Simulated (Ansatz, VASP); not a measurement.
## One calculation of Pt, two programs

```
Pt
1.0
     0.00000    1.97013    1.97013
     1.97013    0.00000    1.97013
     1.97013    1.97013    0.00000
Pt
1
Direct
  0.00000 0.00000 0.00000
```

Alike in both runs: functional r2SCAN; k mesh 24 × 24 × 24; occupations fermi-dirac, width 0.05 eV; no spin polarisation.

Ansatz relaxed the structure, and its values are those at the end. VASP's run is a single point on that final structure, the one shown.

|  | VASP | Ansatz |
| --- | --- | --- |
| version | VASP 6.6.1 | Ansatz 0.2.0 |
| potentials or method | VASP PAW PBE potentials, release 64 (Pt) | PAW with Ansatz's default frozen-core files, scalar-relativistic |
| plane-wave cutoff (eV) | 520 | 500 |
| valence electrons in the cell | 10 | 18 |

Ansatz gave:

* pressure (GPa): 0.0

Q: Estimate VASP's values.

A: Pressure (GPa): 0.7.

VASP's potentials were made for PBE, not for r2SCAN. VASP's potentials hold 10 valence electrons a cell and Ansatz's 18, so a difference there can come from the potentials and not from the codes.

Neither program's run includes spin-orbit coupling.
